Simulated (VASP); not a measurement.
Input of a VASP 6.6.1 run:

Contents of INCAR:

```
SYSTEM = Mo
  ALGO = Normal
  EDIFF = 1E-7
  ENCUT = 520
  GGA = PE
  ISIF = 2
  ISMEAR = -1
  LASPH = .TRUE.
  LCHARG = .FALSE.
  LREAL = .FALSE.
  LWAVE = .FALSE.
  NBANDS = 13
  NELM = 60
  PREC = Accurate
  SIGMA = 0.08
```

The input KPOINTS:

```
k-points
0
G
  18 18 16
  0 0 0
```

File POSCAR:

```
Mo
1.0
    2.6262234165      0.0000000000      0.0000000000
   -1.3131117082      2.2743761947      0.0000000000
    0.0000000000      0.0000000000      2.3904776840
Mo
1
Direct
    0.0000000000      0.0000000000      0.0000000000
```

Potentials or basis: VASP PAW PBE potentials, release 64 (Mo_sv).

Launch:

```console
$ cat potpaw_PBE.64/Mo_sv/POTCAR > POTCAR
$ mpirun -np 1 vasp_std > vasp.out
```

**Question.** What does it give for the band gap on the k mesh?

**Answer.** Zero (bands 7 and 8 overlap by 2.66 eV).

**Question.** Predict the pressure.

**Answer.** 48.1 GPa.

Stress tensor (GPa, compression positive):
```
47.85  0.00  0.00
 0.00 47.85  0.00
 0.00  0.00 48.66
```

Caveat: the cell stands under pressure.
